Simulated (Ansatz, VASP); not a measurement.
# GaSb in VASP and in Ansatz

```
Ga Sb
1.0
     0.00000    3.05900    3.05900
     2.87546    0.00000    3.05900
     2.87546    3.05900    0.00000
Ga Sb
1 1
Direct
  0.00000 0.00000 0.00000
  0.75000 0.75000 0.75000
```

Change from the starting cell: strain -0.0600 x Voigt [1, 0, 0, 0, 0, 0], atoms carried along.

Alike in both runs: task single point; functional PBEsol; k mesh 14 × 14 × 14; occupations gaussian, width 0.15 eV; no spin polarisation.

|  | VASP | Ansatz |
| --- | --- | --- |
| version | VASP 6.6.1 | Ansatz 0.2.0 |
| potentials or method | VASP PAW PBE potentials, release 64 (Ga_d, Sb), cutoff 520 eV | scalar-relativistic, plane waves, PAW |
| valence electrons in the cell | 18 | 28 |

|  | VASP | Ansatz | Ansatz less VASP |
| --- | --- | --- | --- |
| gap on the k mesh at the Fermi level (eV) | 0.14 | 0.15 | +0.014 |
| least direct gap on the mesh (eV) | 0.19 | 0.17 | -0.015 |
| pressure (GPa) | 3.5 | 3.4 | -0.12 |
| traceless stress, the component that is largest in VASP (GPa) | 1.59 | 1.59 | +0.004 |

VASP's potentials were made for PBE, not for PBEsol. With one functional, cell and mesh, what is left measures potentials, basis and numerics. VASP's potentials hold 18 valence electrons a cell and Ansatz's 28, so a difference there can come from the potentials and not from the codes.

Spin-orbit coupling is off throughout.
